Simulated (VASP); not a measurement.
# ZnSi2Ir3 (C2/m) in VASP: single point with PBE

Aim: the single point of ZnSi2Ir3 with PBE.

Program: VASP 6.6.1. These are calculated values, not measurements. Logs are shortened: lines on timing, memory, paths and dates and some standing lists are left out, and cuts for length are marked.

## (1) The cell of the first run

Symmetry: C2/m, No. 12, monoclinic system. The conventional cell has a = 10.820 Å, b = 3.290 Å, c = 9.598 Å, α = 90.00°, β = 101.10°, γ = 90.00°. Within 3.0 Å of Ir (site symmetry m) lie 3 Si at 2.30 to 2.35 Å and 5 Ir at 2.89 to 2.99 Å and 3 Zn at 2.90 to 2.93 Å. Within 3.5 Å of Ir (site symmetry m) lie 4 Si at 2.40 Å and 7 Ir at 2.91 to 3.40 Å and 4 Zn at 2.97 to 3.00 Å. Ir (site symmetry m) has 7 Si at 2.44 to 2.55 Å and 10 Ir at 2.89 to 3.40 Å within 3.5 Å. Within 3.6 Å of Zn (site symmetry m) lie 1 Si at 2.75 Å and 7 Ir at 2.90 to 3.00 Å and 5 Zn at 2.94 to 3.29 Å. Si (site symmetry m) has 1 Si at 2.09 Å and 7 Ir at 2.30 to 2.55 Å and 1 Zn at 2.75 Å within 2.8 Å. Si (site symmetry m) has 2 Si at 2.09 to 2.11 Å and 7 Ir at 2.35 to 2.48 Å within 2.8 Å.

## (2) Single point, PBE

The input, POSCAR:

```
ZnSi2Ir3
1.0
    0.0000000000      3.2903530000      0.0000000000
    5.4098380000     -1.6451760000      0.0000000000
    1.8472320000      0.0000000000     -9.4189230000
Ir Zn Si
6 2 4
Direct
    0.2187900000      0.4375800000      0.7487300000
    0.7812100000      0.5624200000      0.2512700000
    0.4968000000      0.9936000000      0.7103200000
    0.5032000000      0.0064000000      0.2896800000
    0.6389400000      0.2778800000      0.9969500000
    0.3610600000      0.7221200000      0.0030500000
    0.1384500000      0.2769000000      0.4746600000
    0.8615500000      0.7231000000      0.5253400000
    0.1550000000      0.3100000000      0.1849000000
    0.8450000000      0.6900000000      0.8151000000
    0.0145000000      0.0290000000      0.8881000000
    0.9855000000      0.9710000000      0.1119000000
```

The input, INCAR.step1:

```
SYSTEM = ZnSi2Ir3
PREC = Accurate
ENCUT = 400
EDIFF = 1E-6
ISMEAR = -1
SIGMA = 0.0182
LREAL = .FALSE.
LASPH = .TRUE.
NELM = 120
ALGO = Normal
ISIF = 2
LWAVE = .FALSE.
LCHARG = .TRUE.
LMAXMIX = 4
GGA = PE
NBANDS = 59
GGA_COMPAT = .FALSE.
NEDOS = 2001
LORBIT = 11
```

The input, KPOINTS.step1:

```
Automatic mesh
0
G
  6 6 2
  0 0 0
```

The input, INCAR.step2:

```
SYSTEM = ZnSi2Ir3
PREC = Accurate
ENCUT = 400
EDIFF = 1E-6
ISMEAR = -5
SIGMA = 0.0182
LREAL = .FALSE.
LASPH = .TRUE.
NELM = 120
ALGO = Normal
ISIF = 2
LWAVE = .FALSE.
LCHARG = .FALSE.
LMAXMIX = 4
GGA = PE
LORBIT = 11
NEDOS = 1001
ICHARG = 11
GGA_COMPAT = .FALSE.
```

The input, KPOINTS.step2:

```
Automatic mesh
0
G
  9 9 3
  0 0 0
```

Potentials or basis: VASP PAW PBE potentials, release 64 (Ir, Zn, Si).

The run is started by

```sh
$ cat potpaw_PBE.64/Ir/POTCAR potpaw_PBE.64/Zn/POTCAR potpaw_PBE.64/Si/POTCAR > POTCAR
$ cp INCAR.step1 INCAR
$ cp KPOINTS.step1 KPOINTS
$ mpirun -np 1 vasp_std > vasp.out
$ cp INCAR.step2 INCAR
$ cp KPOINTS.step2 KPOINTS
$ mpirun -np 1 vasp_std > vasp.out
```

OUTCAR:

```text
SYSTEM = ZnSi2Ir3
   PREC = Accurate
   ENCUT = 400
   EDIFF = 1E-6
   ISMEAR = -5
   LREAL = .FALSE.
   LASPH = .TRUE.
   NELM = 120
   ISIF = 2
   GGA = PE
   LORBIT = 11
   ICHARG = 11

 ion  position               nearest neighbor table
   1  0.219  0.438  0.749-  10 2.30  10 2.30  11 2.35   5 2.89   5 2.89   8 2.90   8 2.90   7 2.93
                             3 2.96   3 2.99   3 2.99   6 3.13
   2  0.781  0.562  0.251-   9 2.30   9 2.30  12 2.35   6 2.89   6 2.89   7 2.90   7 2.90   8 2.93
                             4 2.96   4 2.99   4 2.99   5 3.13
   3  0.497  0.994  0.710-  10 2.40  10 2.40  11 2.40  11 2.40   6 2.91   1 2.96   7 2.97   7 2.97
                             1 2.99   1 2.99   8 3.00   8 3.00   5 3.40
   4  0.503  0.006  0.290-   9 2.40   9 2.40  12 2.40  12 2.40   5 2.91   2 2.96   8 2.97   8 2.97
                             2 2.99   2 2.99   7 3.00   7 3.00   6 3.40
   5  0.639  0.278  0.997-  12 2.44  12 2.44   9 2.47   9 2.47  11 2.48  11 2.48  10 2.55   1 2.89
                             1 2.89   4 2.91   6 2.92   6 2.92   6 3.00   2 3.13   3 3.40
   6  0.361  0.722  0.003-  11 2.44  11 2.44  10 2.47  10 2.47  12 2.48  12 2.48   9 2.55   2 2.89
                             2 2.89   3 2.91   5 2.92   5 2.92   5 3.00   1 3.13   4 3.40
   7  0.138  0.277  0.475-   9 2.75   2 2.90   2 2.90   1 2.93   8 2.94   3 2.97   3 2.97   4 3.00
                             4 3.00   8 3.04   8 3.04
   8  0.862  0.723  0.525-  10 2.75   1 2.90   1 2.90   2 2.93   7 2.94   4 2.97   4 2.97   3 3.00
                             3 3.00   7 3.04   7 3.04
   9  0.155  0.310  0.185-  12 2.09   2 2.30   2 2.30   4 2.40   4 2.40   5 2.47   5 2.47   6 2.55
                             7 2.75
  10  0.845  0.690  0.815-  11 2.09   1 2.30   1 2.30   3 2.40   3 2.40   6 2.47   6 2.47   5 2.55
                             8 2.75
  11  0.014  0.029  0.888-  10 2.09  12 2.11   1 2.35   3 2.40   3 2.40   6 2.44   6 2.44   5 2.48
                             5 2.48
  12  0.986  0.971  0.112-   9 2.09  11 2.11   2 2.35   4 2.40   4 2.40   5 2.44   5 2.44   6 2.48
                             6 2.48

  LATTYP: Found a base centered monoclinic cell.
 ALAT       =    10.8196760000
 B/A-ratio  =     0.3041082746
 C/A-ratio  =     0.8871201692
 COS(beta)  =    -0.1924530217

  Lattice vectors:

 A1 = (  -5.4098380000,  -1.6451770000,   0.0000000000)
 A2 = (  -5.4098380000,   1.6451760000,   0.0000000000)
 A3 = (   1.8472320000,   0.0000000000,  -9.4189230000)

Analysis of symmetry for initial positions (statically):
=====================================================================
 Subroutine PRICEL returns:
 Original cell was already a primitive cell.

 Routine SETGRP: Setting up the symmetry group for a
 base centered monoclinic supercell.

 Subroutine GETGRP returns: Found  4 space group operations
 (whereof  4 operations were pure point group operations)
 out of a pool of  4 trial point group operations.

The static configuration has the point symmetry C_2h.

Analysis of symmetry for dynamics (positions and initial velocities):
[... 167 lines left out ...]
  volume of cell :      167.66
 maximum number of plane-waves:      3076
 NGX is ok and might be reduce to    24

 number of electron      94.0000019 magnetization

 Free energy of the ion-electron system (eV)
  ---------------------------------------------------
  ext. energy  EPLUGINS =         0.00000000
  ---------------------------------------------------
  free energy    TOTEN  =       -75.93251532 eV

  energy without entropy =      -75.93251532  energy(sigma->0) =      -75.93251532

 E-fermi :   8.9430     XC(G=0): -12.6338

 val. band max:        9.0156106460   @ k =   0.2222   0.3333   0.3333
 cond. band min:       8.8288064852   @ k =   0.0000   0.1111   0.0000
 fundamental gap:     -0.1868041608
 Fermi energy:         8.9429663247

 k-point     1 :       0.0000    0.0000    0.0000
  band No.  band energies     occupation
      1      -5.7405      2.00000
      2      -3.6939      2.00000
      3      -1.5211      2.00000
      4      -0.2852      2.00000
      5       0.0930      2.00000
      6       0.7524      2.00000
[... 1405 lines left out ...]
     55      12.8771      0.00000
     56      13.7414      0.00000

 [... further k-points ...]
[... 5 lines left out ...]
  --------------------------------------------------------------------------------------
  -------------------------------------------------------------------------------------
  Total       28.2550770     18.9991692     16.8484270      0.0000024     -0.0000008    -12.0118987
  in kB      270.0095205    181.5587538    161.0059566      0.0000229     -0.0000077   -114.7874066
  external PRESSURE =     204.1914103 kB  Pullay stress =       0.0000000 kB

 VOLUME and BASIS-vectors are now :
 -----------------------------------------------------------------------------
  energy-cutoff  :      400.00
  volume of cell :      167.66
      direct lattice vectors                 reciprocal lattice vectors
     0.000000000  3.290353000  0.000000000     0.092424181  0.303918759  0.018126160
     5.409838000 -1.645176000  0.000000000     0.184848419  0.000000000  0.036252331
     1.847232000  0.000000000 -9.418923000     0.000000000  0.000000000 -0.106169251

 POSITION                                       TOTAL-FORCE (eV/Angst)
 -----------------------------------------------------------------------------------
      3.75031      0.00000     -7.05223        -0.398292      0.000000      2.076240
      3.50676      1.64518     -2.36669         0.398292     -0.000000     -2.076240
      6.68734      0.00000     -6.69045        -0.711231     -0.000000      1.619715
      0.56973      1.64518     -2.72847         0.711231      0.000000     -1.619715
      3.34488      1.64518     -9.39020         0.367955      0.000000     -0.076235
      3.91219      0.00000     -0.02873        -0.367955     -0.000000      0.076235
      2.37479      0.00000     -4.47079         0.210321      0.000000     -0.436614
      4.88228      1.64518     -4.94814        -0.210321     -0.000000      0.436614
      2.01860      0.00000     -1.74156         4.301938      0.000000     -2.124898
      5.23847      1.64518     -7.67736        -4.301938     -0.000000      2.124898
      1.79741      0.00000     -8.36495         4.249964      0.000000      3.187750
      5.45966      1.64518     -1.05398        -4.249964     -0.000000     -3.187750
 -----------------------------------------------------------------------------------
    total drift:                               -0.000000      0.000000     -0.000000

  FREE ENERGIE OF THE ION-ELECTRON SYSTEM (eV)
  ---------------------------------------------------
  free  energy   TOTEN  =       -75.9325153161 eV

  energy  without entropy=      -75.9325153161  energy(sigma->0) =      -75.93251532

 total charge

# of ion       s       p       d       tot
------------------------------------------
    1        0.601   0.594   7.349   8.544
    2        0.601   0.594   7.349   8.544
    3        0.588   0.548   7.338   8.475
    4        0.588   0.548   7.338   8.475
    5        0.612   0.705   7.428   8.745
    6        0.612   0.705   7.428   8.745
    7        0.509   0.355   9.749  10.613
    8        0.509   0.355   9.749  10.613
    9        0.724   1.021   0.000   1.746
   10        0.724   1.021   0.000   1.746
   11        0.722   1.075   0.000   1.796
   12        0.722   1.075   0.000   1.796
--------------------------------------------------
tot          7.513   8.596  63.729  79.837
```

OUTCAR.step1:

```text
SYSTEM = ZnSi2Ir3
   PREC = Accurate
   ENCUT = 400
   EDIFF = 1E-6
   ISMEAR = -1
   LREAL = .FALSE.
   LASPH = .TRUE.
   NELM = 120
   ISIF = 2
   GGA = PE
   LORBIT = 11

[... 1774 lines left out ...]
------------------------------------------
    1        0.601   0.596   7.359   8.555
    2        0.601   0.596   7.359   8.555
    3        0.587   0.548   7.334   8.470
    4        0.587   0.548   7.334   8.470
    5        0.611   0.705   7.424   8.739
    6        0.611   0.705   7.424   8.739
    7        0.507   0.354   9.749  10.609
    8        0.507   0.354   9.749  10.609
    9        0.725   1.024   0.000   1.748
   10        0.725   1.024   0.000   1.748
   11        0.722   1.075   0.000   1.797
   12        0.722   1.075   0.000   1.797
--------------------------------------------------
tot          7.504   8.603  63.733  79.839
```

Run time: 7.9 min. Hardware: 1 thread of Intel Xeon Platinum 8259CL at 2.50GHz (Skylake/Cascade Lake), shared host; peak memory 0.48 GiB.

Results:

| Property | Result |
| --- | --- |
| Valence electrons inside the program's atomic spheres | Ir 8.54, 8.47, 8.74 (each value once); Zn 10.61; Si 1.75, 1.80 (each value once) |

Caveat: spin-orbit coupling is left out, which moves the levels of the heavy elements; tetrahedron occupations give inexact forces and stress in metals.
